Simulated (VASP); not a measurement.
Here is a VASP 6.6.1 calculation.

File INCAR:

```
SYSTEM = Lu2AsN
ALGO = Normal ; EDIFF = 1E-7
EDIFFG = -0.005 ; ENCUT = 600
GGA = PE ; IBRION = 2
ISIF = 3 ; ISMEAR = -1
LASPH = .TRUE. ; LCHARG = .FALSE.
LREAL = .FALSE. ; LWAVE = .FALSE.
NELM = 100 ; NSW = 80
PREC = Accurate ; SIGMA = 0.02
```

The input KPOINTS:

```
k-points
0
G
  6 6 4
  0 0 0
```

Contents of POSCAR:

```
Lu2AsN
1.0
    4.0847550566      0.0000000000      0.0000000000
    0.0000000000      4.0847550566      0.0000000000
    0.0000000000      0.0000000000      5.7767160000
N Lu As
1 2 1
Direct
    0.0000000000      0.0000000000      0.0000000000
    0.0000000000      0.0000000000      0.5000000000
    0.5000000000      0.5000000000      0.0000000000
    0.5000000000      0.5000000000      0.5000000000
```

Potentials or basis: VASP PAW PBE potentials, release 64 (N, Lu, As).

Run with:

```sh
$ cat potpaw_PBE.64/N/POTCAR potpaw_PBE.64/Lu/POTCAR potpaw_PBE.64/As/POTCAR > POTCAR
$ mpirun -np 1 vasp_std > vasp.out
```

(1) Predict the band gap on the k mesh.

(2) What does it give for the relaxed cell?

(3) Predict the space group after relaxing (to 0.1 Å).

Results:

(1) zero (bands 30 and 31 overlap by 0.88 eV).

(2) a = 3.742 Å, b = 3.742 Å, c = 5.334 Å, α = 90.00°, β = 90.00°, γ = 90.00°.

(3) P4/mmm (No. 123).

Caveat: spin-orbit coupling is left out, which moves the levels of the heavy elements.
